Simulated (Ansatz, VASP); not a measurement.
# Ca: VASP beside Ansatz

File INCAR:

```
SYSTEM = Ca
ALGO     = Normal         ! electronic algorithm
EDIFF    = 1E-6           ! SCF threshold, eV
ENCUT    = 520            ! plane-wave cutoff, eV
GGA      = PE             ! functional
ISIF     = 2              ! what is computed and relaxed
ISMEAR   = 0              ! smearing method
LASPH    = .TRUE.         ! aspherical terms in the spheres
LCHARG   = .FALSE.        ! write CHGCAR
LREAL    = .FALSE.        ! projectors in reciprocal space
LWAVE    = .FALSE.        ! write WAVECAR
NBANDS   = 11             ! bands
NELM     = 100            ! most SCF steps
PREC     = Accurate       ! precision mode
SIGMA    = 0.15           ! smearing width, eV
```

File KPOINTS:

```
k-points
0
G
  14 14 14
  0 0 0
```

The input POSCAR:

```
Ca
1.0
    0.0000000000      2.7942000000      2.7942000000
    2.8361130000      0.0000000000      2.7942000000
    2.8361130000      2.7942000000      0.0000000000
Ca
1
Direct
    0.0000000000      0.0000000000      0.0000000000
```

Input for Ansatz:

```yaml
crystal:
  lattice:
    - [0.0, 2.7942, 2.7942]
    - [2.836113, 0.0, 2.7942]
    - [2.836113, 2.7942, 0.0]
  atoms:
    - { symbol: Ca, position: [0.0, 0.0, 0.0] }
basis:
  ecutwfc: 420
kpoints:
  mp_grid: { grid: [14, 14, 14] }
hamiltonian:
  xc: pbe
scf:
  occupations: { method: gaussian, width: 0.15 }
output:
  forces: true
  stress: true
  eigenvalues: true
```

Change from the starting cell: strain +0.0150 x Voigt [1, 0, 0, 0, 0, 0], atoms carried along.

Alike in both runs: task single point; functional PBE; k mesh 14 × 14 × 14; occupations gaussian, width 0.15 eV; no spin polarisation.

|  | VASP | Ansatz |
| --- | --- | --- |
| version | VASP 6.6.1 | Ansatz 0.2.0 |
| potentials or method | VASP PAW PBE potentials, release 64 (Ca_sv), cutoff 520 eV | scalar-relativistic, plane waves, PAW |
| valence electrons in the cell | 10 | 10 |

|  | VASP | Ansatz | Ansatz less VASP |
| --- | --- | --- | --- |
| gap on the k mesh at the Fermi level (eV) | none | none | - |
| pressure (GPa) | -0.8 | -0.8 | 0.00 |
| traceless stress, the component that is largest in VASP (GPa) | -0.08 | -0.08 | 0.000 |

A gap of «none» marks a metal or a gap that the smearing closes.
